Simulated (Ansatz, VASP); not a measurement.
# Two plane-wave programs on TiO2

```xyz
24
Lattice="7.5747 0.0000 0.0000 -1.8937 5.1467 0.0000 0.0000 0.0000 26.1154" Properties=species:S:1:pos:R:3 pbc="T T T"
O     0.0000    3.2456    8.0000
O     3.7874    3.2456    8.0000
O     1.8937    1.0207    8.8804
O     5.6811    1.0207    8.8804
O     1.8937    4.6881    9.4658
O     5.6811    4.6881    9.4658
O     0.0000    2.4632   10.3462
O     3.7874    2.4632   10.3462
O    -0.0103    4.6515   11.5579
O     3.7965    4.6439   11.5355
O     1.8916    2.3595   12.4273
O     5.6833    2.3727   12.4300
O     3.8017    0.9299   13.2470
O    -0.0112    0.9326   13.2682
O     0.0136    3.8920   13.8969
O     3.7772    3.9143   13.8859
Ti    0.0000    1.3935    8.7329
Ti    3.7874    1.3935    8.7329
Ti    0.0000    4.3153    9.6133
Ti    3.7874    4.3153    9.6133
Ti    0.0025    2.7655   12.3992
Ti    3.7890    2.7466   12.4210
Ti    1.8849    0.4075   13.1307
Ti    5.6849    0.4003   13.0637
```

Alike in both runs: task single point; functional PBE; dispersion D3(BJ); k mesh 2 × 3 × 1; occupations gaussian, width 0.05 eV; no spin polarisation.

|  | VASP | Ansatz |
| --- | --- | --- |
| version | VASP 6.6.1 | Ansatz 0.2.0 |
| potentials or method | VASP PAW PBE potentials, release 64 (O, Ti_sv), cutoff 520 eV | scalar-relativistic, plane waves, PAW |
| valence electrons in the cell | 192 | 192 |

```tsv
	VASP	Ansatz	Ansatz less VASP
gap on the k mesh at the Fermi level (eV)	2.05	2.07	+0.020
least direct gap on the mesh (eV)	2.05	2.07	+0.020
rms of the force components (eV/Å)	1.009	1.019	+0.0098
```

The k mesh is coarse, so the values compare programs but aren't converged.
